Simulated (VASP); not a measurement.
# Mg8HO8 (a cell with a defect) in VASP: single point with PBE

Aim: the single point of Mg8HO8 (a cell with a defect) with PBE.

Program: VASP 6.6.1. These are calculated values, not measurements. Logs are shortened: lines on timing, memory, paths and dates and some standing lists are left out, and cuts for length are marked.

### 1 The cell of the first run

The cell holds a defect, 17 atoms: a = 5.947 Å, b = 5.947 Å, c = 5.947 Å, α = 60.00°, β = 60.00°, γ = 60.00°.

### 2 Single point, PBE, collinear spin

Input file INCAR:

```
SYSTEM = Mg8HO8
PREC = Accurate
ENCUT = 520
EDIFF = 1E-6
ISMEAR = 0
SIGMA = 0.05
LREAL = .False.
LASPH = .True.
NELM = 200
ALGO = Normal
ISIF = 2
LWAVE = .False.
LCHARG = .False.
ISPIN = 2
MAGMOM = 0 0 0 0 0 0 0 0 0 0 0.09 0 0.09 0 0.09 0.09 0.32
LORBIT = 11
GGA = PE
NBANDS = 50
GGA_COMPAT = .False.
```

Input file KPOINTS:

```
Automatic mesh
0
Gamma
  1 1 1
  0 0 0
```

Input file POSCAR:

```
Mg8HO8
1.0
    0.0000000000      4.2052000000      4.2052000000
    4.2052000000      0.0000000000      4.2052000000
    4.2052000000      4.2052000000      0.0000000000
Mg O H
8 8 1
Direct
   -0.0076808475     -0.0079569343      0.0102888091
   -0.0076785884     -0.0079546752      0.5056986588
    0.0032776087      0.4966760202      0.0002018929
    0.0295812328      0.4703731095      0.5001904785
    0.4969500856      0.0030025920      0.0002015362
    0.4706497907      0.0293028869      0.5001898840
    0.5079075906      0.5076322173     -0.0098884714
    0.5079099686      0.5076345953      0.4946977552
    0.2501141444      0.2498392466      0.2450033292
    0.2501154523      0.2498384143      0.7553851184
    0.2427098592      0.7434817607      0.2570804005
    0.2575193808      0.7561941168      0.7433195805
    0.7437582041      0.2424350804      0.2570798060
    0.7564717493      0.2572436507      0.7433182726
    0.7501120042      0.7498413869      0.2228559878
    0.7501141444      0.7498387710      0.7775561210
    0.7501155712      0.7498382954      0.5002594407
```

Potentials or basis: VASP PAW PBE potentials, release 64 (Mg, O, H).

Launch:

```console
cat potpaw_PBE.64/Mg/POTCAR potpaw_PBE.64/O/POTCAR potpaw_PBE.64/H/POTCAR > POTCAR
mpirun -np 1 vasp_gam > vasp.out
```

OUTCAR:

```text
SYSTEM = Mg8HO8
   PREC = Accurate
   ENCUT = 520
   EDIFF = 1E-6
   ISMEAR = 0
   LREAL = .False.
   LASPH = .True.
   NELM = 200
   ISIF = 2
   ISPIN = 2
   LORBIT = 11
   GGA = PE

 ion  position               nearest neighbor table
   1  0.992  0.992  0.010-  15 2.04  11 2.09  13 2.09  14 2.12  12 2.12  10 2.17   3 2.94   5 2.94
                             4 2.94   6 2.94   2 2.95   7 2.98   7 2.98   2 3.00   5 3.00   3 3.00
   2  0.992  0.992  0.506-  16 2.04  11 2.09  13 2.09  14 2.12  12 2.12   9 2.17   3 2.94   5 2.94
                             6 2.94   4 2.94   1 2.95   8 2.98   8 2.98   1 3.00   5 3.00   3 3.00
   3  0.003  0.497  0.000-  16 2.00  15 2.01   9 2.07  10 2.07  12 2.16  13 2.16   5 2.94   1 2.94
                             8 2.94   2 2.94   7 2.94   4 2.98   4 2.98   7 3.00   2 3.00   8 3.00
   4  0.030  0.470  0.500-  17 1.66   9 2.01  10 2.01  11 2.05  14 2.05  15 2.34  16 2.34   6 2.62
                             7 2.94   2 2.94   8 2.94   1 2.94   3 2.98   3 2.98   1 3.01   8 3.01
   5  0.497  0.003  0.000-  16 2.00  15 2.01   9 2.07  10 2.07  11 2.16  14 2.16   3 2.94   8 2.94
                             1 2.94   7 2.94   2 2.94   6 2.98   6 2.98   2 3.00   7 3.00   1 3.00
   6  0.471  0.029  0.500-  17 1.66   9 2.01  10 2.01  12 2.05  13 2.05  15 2.34  16 2.34   4 2.62
                             2 2.94   7 2.94   1 2.94   8 2.94   5 2.98   5 2.98   8 3.01   1 3.01
   7  0.508  0.508  0.990-  16 2.04  12 2.09  14 2.09  11 2.12  13 2.12   9 2.17   5 2.94   3 2.94
                             4 2.94   6 2.94   8 2.95   1 2.98   1 2.98   8 3.00   3 3.00   5 3.00
   8  0.508  0.508  0.495-  15 2.04  12 2.09  14 2.09  13 2.12  11 2.12  10 2.17   3 2.94   5 2.94
                             4 2.94   6 2.94   7 2.95   2 2.98   2 2.98   7 3.00   5 3.00   3 3.00
   9  0.250  0.250  0.245-   4 2.01   6 2.01   3 2.07   5 2.07   7 2.17   2 2.17
  10  0.250  0.250  0.755-   4 2.01   6 2.01   5 2.07   3 2.07   8 2.17   1 2.17
  11  0.243  0.743  0.257-   4 2.05   2 2.09   1 2.09   8 2.12   7 2.12   5 2.16
  12  0.258  0.756  0.743-   6 2.05   7 2.09   8 2.09   1 2.12   2 2.12   3 2.16
  13  0.744  0.242  0.257-   6 2.05   2 2.09   1 2.09   8 2.12   7 2.12   3 2.16
  14  0.756  0.257  0.743-   4 2.05   7 2.09   8 2.09   2 2.12   1 2.12   5 2.16
  15  0.750  0.750  0.223-   5 2.01   3 2.01   1 2.04   8 2.04   6 2.34   4 2.34
  16  0.750  0.750  0.778-   3 2.00   5 2.00   7 2.04   2 2.04   6 2.34   4 2.34
  17  0.750  0.750  0.500-   6 1.66   4 1.66

  LATTYP: Found a face centered cubic cell.
 ALAT       =     8.4104000000

  Lattice vectors:

 A1 = (   0.0000000000,   4.2052000000,   4.2052000000)
 A2 = (   4.2052000000,   0.0000000000,   4.2052000000)
 A3 = (   4.2052000000,   4.2052000000,   0.0000000000)

Analysis of symmetry for initial positions (statically):
=====================================================================
 Subroutine PRICEL returns:
 Original cell was already a primitive cell.

 Routine SETGRP: Setting up the symmetry group for a
 face centered cubic supercell.

 Subroutine GETGRP returns: Found  4 space group operations
 (whereof  1 operations were pure point group operations)
 out of a pool of 48 trial point group operations.

The static configuration has the point symmetry C_1 .
 The point group associated with its full space group is C_2v.

Analysis of symmetry for dynamics (positions and initial velocities):
=====================================================================
 Subroutine PRICEL returns:
 Original cell was already a primitive cell.

 Routine SETGRP: Setting up the symmetry group for a
 face centered cubic supercell.

 Subroutine GETGRP returns: Found  4 space group operations
 (whereof  1 operations were pure point group operations)
 out of a pool of 48 trial point group operations.

The dynamic configuration has the point symmetry C_1 .
 The point group associated with its full space group is C_2v.

Analysis of structural, dynamic, and magnetic symmetry:
=====================================================================
 Subroutine PRICEL returns:
 Original cell was already a primitive cell.

 Routine SETGRP: Setting up the symmetry group for a
 face centered cubic supercell.

 Subroutine GETGRP returns: Found  2 space group operations
 (whereof  1 operations were pure point group operations)
 out of a pool of 48 trial point group operations.

The overall configuration has the point symmetry C_1 .
 The point group associated with its full space group is C_1h.

 Subroutine INISYM returns: Found  2 space group operations
 (whereof  1 operations are pure point group operations),
 and found     1 'primitive' translations

----------------------------------------------------------------------------------------

                                     Primitive cell

  volume of cell :     148.7270

  direct lattice vectors                    reciprocal lattice vectors
     0.000000000  4.205200000  4.205200000    -0.118900409  0.118900409  0.118900409
     4.205200000  0.000000000  4.205200000     0.118900409 -0.118900409  0.118900409
[... 93 lines left out ...]
   EDIFFG = 0.1E-04   stopping-criterion for IOM
   NSW    =      0    number of steps for IOM
   IBRION =     -1    ionic relax: 0-MD 1-quasi-New 2-CG
   NFREE  =      0    steps in history (QN), initial steepest desc. (CG)
   ISIF   =      2    stress and relaxation
   ISYM   =      2    0-nonsym 1-usesym 2-fastsym
   POTIM  = 0.5000    time-step for ionic-motion
   TEBEG  =    0.0;   TEEND  =   0.0 temperature during run
   PSTRESS=    0.0 pullay stress
   NELECT =      65.0000    total number of electrons
   NUPDOWN=      -1.0000    fix difference up-down
   EMIN   =  10.00;   EMAX   =-10.00  energy-range for DOS
   EFERMI =   0.00;   METHOD = LEGACY
   ISMEAR =     0;   SIGMA  =   0.05  broadening in eV -4-tet -1-fermi 0-gaus
   EFERMI_NEDOS =   21; number of points for ismear=-14 and -15
   IALGO  =     38    algorithm
   IMIX   =      4    mixing-type and parameters
     AMIX     =   0.40;   BMIX     =  1.00
     AMIX_MAG =   1.60;   BMIX_MAG =  1.00
  volume/ion in A,a.u.               =       8.75        59.04
  Fermi-wavevector in a.u.,A,eV,Ry     =   1.242365  2.347730 21.000204  1.543471
  Thomas-Fermi vector in A             =   2.376723
   LORBIT       =     11    0 simple, 1 ext, 2 COOP (PROOUT), +10 PAW based schemes
   GGA     = PE    functional components
   LHFCALC =     F    Hartree Fock is set to
   AEXX    =    0.0000 exact exchange contribution
   IVDW    =     0    specifies the selected vdW correction
   LEPSILON=     F    determine dielectric tensor
   LRPA    =     F    only Hartree local field effects (RPA)
 spin polarized calculation
 Gauss-broadening in eV      SIGMA  =   0.05
  energy-cutoff  :      520.00
  volume of cell :      148.73
 maximum number of plane-waves:      2008
 NGX is ok and might be reduce to    48
   NGX = 23   NGY = 23   NGZ = 23

 number of electron      64.9999994 magnetization       0.9999999

 Free energy of the ion-electron system (eV)
  ---------------------------------------------------
  ext. energy  EPLUGINS =         0.00000000
  ---------------------------------------------------
  free energy    TOTEN  =       -87.36980921 eV

  energy without entropy =      -87.36980921  energy(sigma->0) =      -87.36980921

 E-fermi :   5.8470     XC(G=0): -11.0922

 val. band max:        5.5898184506   @ k =   0.0000   0.0000   0.0000
 cond. band min:       6.9675402007   @ k =   0.0000   0.0000   0.0000
 fundamental gap:      1.3777217502
 Fermi energy:         5.8470118800

 spin component 1

 k-point     1 :       0.0000    0.0000    0.0000
  band No.  band energies     occupation
      1     -13.7568      1.00000
      2     -12.5949      1.00000
      3     -12.5038      1.00000
      4     -12.1654      1.00000
      5     -12.1623      1.00000
      6     -12.1598      1.00000
[... 36 lines left out ...]
     43      13.3159      0.00000
     44      15.4687      0.00000
 Fermi energy:         5.8470118800

 spin component 2

 k-point     1 :       0.0000    0.0000    0.0000
  band No.  band energies     occupation
      1     -13.6658      1.00000
      2     -12.4767      1.00000
      3     -12.4423      1.00000
      4     -12.1566      1.00000
      5     -12.1540      1.00000
      6     -11.9802      1.00000
[... 36 lines left out ...]
     43      13.3450      0.00000
     44      15.8073      0.00000
 [bands above 44 left out]

------------------------ aborting loop because EDIFF is reached ----------------------------------------

  FORCE on cell =-STRESS in cart. coord.  units (eV):
  Direction    XX          YY          ZZ          XY          YZ          ZX
  --------------------------------------------------------------------------------------
  -------------------------------------------------------------------------------------
  Total       19.8990713     19.8990713     11.7188125     -0.1275679      0.0000075      0.0000075
  in kB      214.3647773    214.3647773    126.2421045     -1.3742379      0.0000807      0.0000808
  external PRESSURE =     184.9905530 kB  Pullay stress =       0.0000000 kB

 VOLUME and BASIS-vectors are now :
 -----------------------------------------------------------------------------
  energy-cutoff  :      520.00
  volume of cell :      148.73
      direct lattice vectors                 reciprocal lattice vectors
     0.000000000  4.205200000  4.205200000    -0.118900409  0.118900409  0.118900409
     4.205200000  0.000000000  4.205200000     0.118900409 -0.118900409  0.118900409
     4.205200000  4.205200000  0.000000000     0.118900409  0.118900409 -0.118900409

 POSITION                                       TOTAL-FORCE (eV/Angst)
 -----------------------------------------------------------------------------------
      4.21501      4.21617      8.34464         0.003524      0.003524      0.016620
      6.29831      6.29947      8.34466        -0.003555     -0.003555      0.016683
      2.08947      0.01463      2.10241        -0.027092      0.027122     -0.000002
      4.08141      2.22780      2.10241        -0.002698      0.002192      0.000003
      0.01347      2.09062      2.10240         0.027122     -0.027092     -0.000002
      2.22662      4.08258      2.10240         0.002192     -0.002698      0.000003
[... 9 lines left out ...]
      6.42300      6.42416      6.30760        -0.032623     -0.032623      0.000020
      5.25691      5.25808      6.30761         0.000718      0.000718      0.000007
 -----------------------------------------------------------------------------------
    total drift:                               -0.039450      0.039615     -0.000005

  FREE ENERGIE OF THE ION-ELECTRON SYSTEM (eV)
  ---------------------------------------------------
  free  energy   TOTEN  =       -87.3698092068 eV

  energy  without entropy=      -87.3698092068  energy(sigma->0) =      -87.36980921

 total charge

# of ion       s       p       d       tot
------------------------------------------
    1        0.128   0.178   0.086   0.391
    2        0.128   0.178   0.086   0.391
    3        0.139   0.188   0.094   0.421
    4        0.151   0.205   0.100   0.456
    5        0.139   0.188   0.094   0.421
    6        0.151   0.205   0.100   0.456
[... 9 lines left out ...]
   16        1.546   3.610   0.000   5.156
   17        0.535   0.023   0.000   0.558
--------------------------------------------------
tot         13.791  30.691   0.732  45.214

 magnetization (x)

# of ion       s       p       d       tot
------------------------------------------
    1        0.001  -0.000   0.000   0.000
    2        0.001  -0.000   0.000   0.000
    3        0.014   0.007   0.002   0.022
    4        0.012   0.009   0.006   0.028
    5        0.014   0.007   0.002   0.022
    6        0.012   0.009   0.006   0.028
[... 9 lines left out ...]
   16        0.041   0.114   0.000   0.156
   17        0.237   0.001   0.000   0.238
--------------------------------------------------
tot          0.395   0.249   0.016   0.660
```

Run time: 98 s. Hardware: 1 thread of Intel Xeon 8259CL, shared host; peak memory 0.39 GiB.

Results:

```
Free energy                                           : -87.3698 eV
Pressure                                              : 18.5 GPa
Largest force                                         : 0.046 eV/Å
Net moment                                            : 1.00 μB per cell
Site moments                                          : Mg +0.00, +0.02, +0.03 (each value once); O +0.00, +0.15, +0.16 (each value once); H +0.24 μB
Valence electrons inside the program's atomic spheres : Mg 0.39, 0.42, 0.46 (each value once); O 5.19, 5.16 (each value once); H 0.56
```

Forces on the atoms (eV/Å):
```
Mg   0.004  0.004  0.017
Mg  -0.004 -0.004  0.017
Mg  -0.027  0.027  0.000
Mg  -0.003  0.002  0.000
Mg   0.027 -0.027  0.000
Mg   0.002 -0.003  0.000
Mg  -0.004 -0.004 -0.017
Mg   0.004  0.004 -0.017
O    0.020  0.020  0.000
O   -0.020 -0.020  0.000
O   -0.005  0.005 -0.015
O    0.005 -0.005  0.015
O    0.005 -0.005 -0.015
O   -0.005  0.005  0.015
O    0.032  0.032  0.000
O   -0.033 -0.033  0.000
H    0.001  0.001  0.000
```

Stress tensor (GPa, compression positive):
```
21.44 -0.14  0.00
-0.14 21.44  0.00
 0.00  0.00 12.62
```

Caveat: the k points lie up to 1.29 Å⁻¹ apart.
